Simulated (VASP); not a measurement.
Input of a VASP 6.6.1 run:

Contents of INCAR:

```
SYSTEM = RbBr
ALGO = Normal
EDIFF = 1E-8
ENCUT = 520
GGA = PS
IBRION = 8
ISIF = 2
ISMEAR = 0
LASPH = .True.
LCHARG = .False.
LEPSILON = .True.
LREAL = .False.
LWAVE = .False.
NELM = 100
NSW = 1
PREC = Accurate
SIGMA = 0.01
```

Contents of KPOINTS:

```
k-points
0
Gamma
  8 8 8
  0 0 0
```

POSCAR

```
RbBr
1.0
    0.0000000000      2.7940500064      2.7940500064
    2.7940500064      0.0000000000      2.7940500064
    2.7940500064      2.7940500064      0.0000000000
Rb Br
1 1
Direct
    0.0000000000      0.0000000000      0.0000000000
    0.5000000000      0.5000000000      0.5000000000
```

Potentials or basis: VASP PAW PBE potentials, release 64 (Rb_sv, Br).

The run is started by

```sh
$ cat potpaw_PBE.64/Rb_sv/POTCAR potpaw_PBE.64/Br/POTCAR > POTCAR
$ mpirun -np 1 vasp_std > vasp.out
```

Task: What does it give for the electronic dielectric tensor (diagonal)?

Result: 3.89.

Task: Estimate the Born charges (mean of the diagonal).

Result: Rb +1.13; Br -1.13 e.

Task: Estimate the highest phonon frequency at Γ, LO-TO splitting left out.

Result: 244 cm⁻¹.

Electronic dielectric tensor:
```
3.89 0.00 0.00
0.00 3.89 0.00
0.00 0.00 3.89
```

Caveat: the cell stands under pressure or tension, which shifts response properties.
